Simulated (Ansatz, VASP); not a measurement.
# Lu in VASP and in Ansatz

```
CELL_PARAMETERS angstrom
0.00000 2.30310 2.30310
2.30310 0.00000 2.30310
2.30310 2.30310 0.00000
ATOMIC_POSITIONS crystal
Lu 0.00000 0.00000 0.00000
```

Change from the starting cell: volume scaled by 0.84, PAW files.

Alike in both runs: task single point; functional PBE; k mesh 15 × 15 × 15; occupations fermi-dirac, width 0.1 eV; no spin polarisation.

|  | VASP | Ansatz |
| --- | --- | --- |
| version | VASP 6.6.1 | Ansatz 0.2.0 |
| potentials or method | VASP PAW PBE potentials, release 64 (Lu) | PAW with Ansatz's default frozen-core files, scalar-relativistic |
| plane-wave cutoff (eV) | 520 | 420 |
| valence electrons in the cell | 25 | 25 |

```csv
,VASP,Ansatz,Ansatz less VASP
pressure (GPa),10.1,9.8,-0.30
```

The functional is the same, so the differences come from potentials, cutoffs and numerics.

Neither program's run includes spin-orbit coupling.
